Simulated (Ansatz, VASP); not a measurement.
# AlN in VASP and in Ansatz

```xyz
4
Lattice="3.0888 0.0000 0.0000 -1.5444 2.6749 0.0000 0.0000 0.0000 4.9433" Properties=species:S:1:pos:R:3 pbc="T T T"
Al    0.0000    1.7833   -0.0049
Al    1.5444    0.8916    2.4668
N     0.0000    1.7833    1.8834
N     1.5444    0.8916    4.3550
```

Alike in both runs: functional LDA; k mesh 9 × 9 × 6; no spin polarisation.

Ansatz relaxed the structure, and its values are those at the end. VASP's run is a single point on that final structure, the one shown.

|  | VASP | Ansatz |
| --- | --- | --- |
| version | VASP 6.6.1 | Ansatz 0.2.0 |
| potentials or method | VASP PAW LDA potentials, release 64 (Al, N) | scalar-relativistic, plane waves, PAW |
| plane-wave cutoff (eV) | 520 | 420 |
| occupations | gaussian, width 0.01 eV | fixed |
| valence electrons in the cell | 16 | 16 |

Ansatz gave:

```
gap on the k mesh at the Fermi level (eV) : 4.42
least direct gap on the mesh (eV)         : 4.42
pressure (GPa)                            : 0.0
```

Problem. Estimate VASP's values.

Solution. gap on the k mesh at the Fermi level (eV): 4.42; least direct gap on the mesh (eV): 4.42; pressure (GPa): 0.6.

LDA's correlation is that of Perdew and Zunger in VASP and of Perdew and Wang (1992) in Ansatz.
